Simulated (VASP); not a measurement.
# MoS2 in VASP: settings compared, part 2 of 3

VASP 6.6.1.

### Step 3. Single point, PBEsol

This run uses another cell than the first one, of 17.86 Å³/atom.

INCAR reads:

```
SYSTEM = MoS2
  ALGO = Normal
  EDIFF = 1E-7
  ENCUT = 520
  GGA = PS
  ISIF = 2
  ISMEAR = -1
  LASPH = .True.
  LCHARG = .True.
  LELF = .True.
  LREAL = .False.
  LVHAR = .True.
  LWAVE = .False.
  NBANDS = 20
  NELM = 100
  PREC = Accurate
  SIGMA = 0.05
```

KPOINTS reads:

```
k-points
0
Gamma
  6 6 5
  0 0 0
```

POSCAR reads:

```
MoS2
1.0
    2.7223295589     -1.5717556284      0.0009457172
    2.7223295589      1.5717556284      0.0009457172
   -0.0013465097      0.0000000000      6.2600563511
Mo S
1 2
Direct
    0.0000000000      0.0000000000      0.0000000000
    0.6666275906      0.6666275906      0.2529062553
    0.3333724094      0.3333724094      0.7470937447
```

Potentials or basis: VASP PAW PBE potentials, release 64 (Mo_sv, S).

The run is started by

```bash
cat potpaw_PBE.64/Mo_sv/POTCAR potpaw_PBE.64/S/POTCAR > POTCAR
mpirun -np 1 vasp_std > vasp.out
```

OUTCAR:

```text
SYSTEM = MoS2
   EDIFF = 1E-7
   ENCUT = 520
   GGA = PS
   ISIF = 2
   ISMEAR = -1
   LASPH = .True.
   LREAL = .False.
   NELM = 100
   PREC = Accurate

 ion  position               nearest neighbor table
   1  0.000  0.000  0.000-   2 2.41   3 2.41   2 2.41   2 2.41   3 2.41   3 2.41
   2  0.667  0.667  0.253-   1 2.41   1 2.41   1 2.41
   3  0.333  0.333  0.747-   1 2.41   1 2.41   1 2.41

  LATTYP: Found a base centered monoclinic cell.
 ALAT       =     5.4446594463
 B/A-ratio  =     0.5773568187
 C/A-ratio  =     1.1497608909
 COS(beta)  =    -0.0001322971

  Lattice vectors:

 A1 = (  -2.7223295589,   1.5717556284,  -0.0009457172)
 A2 = (  -2.7223295589,  -1.5717556284,  -0.0009457172)
 A3 = (  -0.0013465097,   0.0000000000,   6.2600563511)

Analysis of symmetry for initial positions (statically):
=====================================================================
 Subroutine PRICEL returns:
 Original cell was already a primitive cell.

 Routine SETGRP: Setting up the symmetry group for a
 base centered monoclinic supercell.

 Subroutine GETGRP returns: Found  4 space group operations
[... 164 lines left out ...]
  energy without entropy =      -22.63190619  energy(sigma->0) =      -22.63608956

 E-fermi :   7.5665     XC(G=0): -10.9838

 val. band max:        7.5488823265   @ k =  -0.0000  -0.0000   0.2000
 cond. band min:       7.5800210550   @ k =   0.0000   0.0000   0.0000
 fundamental gap:      0.0311387285
 Fermi energy:         7.5665063332

 k-point     1 :       0.0000    0.0000    0.0000
  band No.  band energies     occupation
      1     -54.0443      2.00000
      2     -28.1574      2.00000
      3     -28.0310      2.00000
      4     -28.0310      2.00000
      5      -7.4978      2.00000
      6      -5.9890      2.00000
[... 541 lines left out ...]
     19      15.9440      0.00000
     20      16.9413      0.00000

 [... further k-points ...]

------------------------ aborting loop because EDIFF is reached ----------------------------------------

  FORCE on cell =-STRESS in cart. coord.  units (eV):
  Direction    XX          YY          ZZ          XY          YZ          ZX
  --------------------------------------------------------------------------------------
  -------------------------------------------------------------------------------------
  Total       -0.0072213     -0.0081603      0.0011828      0.0000000      0.0000000     -0.0003183
  in kB       -0.2159704     -0.2440514      0.0353736      0.0000000      0.0000000     -0.0095197
  external PRESSURE =      -0.1415494 kB  Pullay stress =       0.0000000 kB

 VOLUME and BASIS-vectors are now :
 -----------------------------------------------------------------------------
  energy-cutoff  :      520.00
  volume of cell :       53.57
      direct lattice vectors                 reciprocal lattice vectors
     2.722329559 -1.571755628  0.000945717     0.183666214 -0.318115610  0.000039506
     2.722329559  1.571755628  0.000945717     0.183666214  0.318115610  0.000039506
    -0.001346510  0.000000000  6.260056351    -0.000055494  0.000000000  0.159742959

 POSITION                                       TOTAL-FORCE (eV/Angst)
 -----------------------------------------------------------------------------------
      0.00000      0.00000      0.00000         0.000000     -0.000000      0.000000
      3.62922      0.00000      1.58447        -0.000018      0.000000      0.003940
      1.81409      0.00000      4.67748         0.000018      0.000000     -0.003940
 -----------------------------------------------------------------------------------
    total drift:                               -0.000000     -0.000000     -0.000000

  FREE ENERGIE OF THE ION-ELECTRON SYSTEM (eV)
  ---------------------------------------------------
  free  energy   TOTEN  =       -22.6402729347 eV

  energy  without entropy=      -22.6319061932  energy(sigma->0) =      -22.63608956
```

OSZICAR:

```text
N       E                     dE             d eps       ncg     rms          rms(c)
DAV:   1     0.180675800490E+03    0.18068E+03   -0.13381E+04  2208   0.123E+03
DAV:   2    -0.164901831472E+02   -0.19717E+03   -0.19176E+03  2660   0.315E+02
DAV:   3    -0.240884785278E+02   -0.75983E+01   -0.74836E+01  2728   0.572E+01
DAV:   4    -0.241764407190E+02   -0.87962E-01   -0.87899E-01  2676   0.648E+00
DAV:   5    -0.241777763261E+02   -0.13356E-02   -0.13355E-02  2744   0.780E-01    0.248E+01
DAV:   6    -0.231731431251E+02    0.10046E+01   -0.13432E+01  2280   0.202E+01    0.944E+00
DAV:   7    -0.228256702246E+02    0.34747E+00   -0.61585E+00  2248   0.129E+01    0.628E+00
DAV:   8    -0.226409433864E+02    0.18473E+00   -0.93335E-01  2368   0.526E+00    0.183E+00
DAV:   9    -0.226418972022E+02   -0.95382E-03   -0.32079E-02  2576   0.109E+00    0.666E-01
DAV:  10    -0.226403782855E+02    0.15189E-02   -0.13480E-02  2412   0.731E-01    0.153E-01
DAV:  11    -0.226403012637E+02    0.77022E-04   -0.67256E-04  2544   0.167E-01    0.478E-02
DAV:  12    -0.226402628840E+02    0.38380E-04   -0.14009E-04  2500   0.750E-02    0.415E-02
DAV:  13    -0.226402735361E+02   -0.10652E-04   -0.28595E-05  2416   0.305E-02    0.139E-02
DAV:  14    -0.226402729283E+02    0.60784E-06   -0.35662E-06  2604   0.111E-02    0.721E-03
DAV:  15    -0.226402729347E+02   -0.64815E-08   -0.52402E-07  2516   0.393E-03
   1 F= -.22640273E+02 E0= -.22636090E+02  d E =-.836674E-02
```

stdout:

```text
POSCAR found type information on POSCAR MoS
 POSCAR found :  2 types and       3 ions
 scaLAPACK will be used
 -----------------------------------------------------------------------------
|                                                                             |
|                                                                             |
|     You enforced a specific xc type in the INCAR file but a different       |
|     I HOPE YOU KNOW WHAT YOU ARE DOING!                                     |
|                                                                             |
 -----------------------------------------------------------------------------

 LDA part: xc-table for (Slater+PW92), standard interpolation
 POSCAR, INCAR and KPOINTS ok, starting setup
 FFT: planning ... GRIDC
 FFT: planning ... GRID_SOFT
 FFT: planning ... GRID
 WAVECAR not read
 entering main loop
```

It took 71 s on 1 thread of Intel Xeon 8259CL, shared host; peak memory 0.2 GiB.

Results:

```yaml
Free_energy: -22.6403 eV
Pressure: 0.0 GPa
Largest_force: 0.004 eV/Å
Band_gap_on_the_k_mesh: zero (bands 13 and 14 overlap by 0.90 eV)
```

Forces in eV/Å, atoms in the order of the input:
```
Mo   0.000  0.000  0.000
S    0.000  0.000  0.004
S    0.000  0.000 -0.004
```

Levels at points of the mesh, in eV from the Fermi level:
| k point | band 11 | band 12 | band 13 | band 14 | band 15 | band 16 |
| --- | --- | --- | --- | --- | --- | --- |
| (0.00, 0.00, 0.00) | -1.48 | -0.85 | -0.85 | 0.01 | 0.01 | 3.29 |
| (0.50, 0.00, 0.00) | -3.28 | -1.92 | -1.58 | 1.29 | 1.88 | 3.76 |
| (0.50, 0.50, 0.00) | -3.28 | -1.92 | -1.58 | 1.29 | 1.88 | 3.76 |

Caveat: the k points lie up to 0.38 Å⁻¹ apart, too coarse for converged energies and pressures of a metal; the PAW data sets were made with another functional, which shifts forces and pressure a little; this functional lacks dispersion, which binds the layers, so the pressure and a relaxed spacing across them are unreliable.

[end of part 2 of 3]
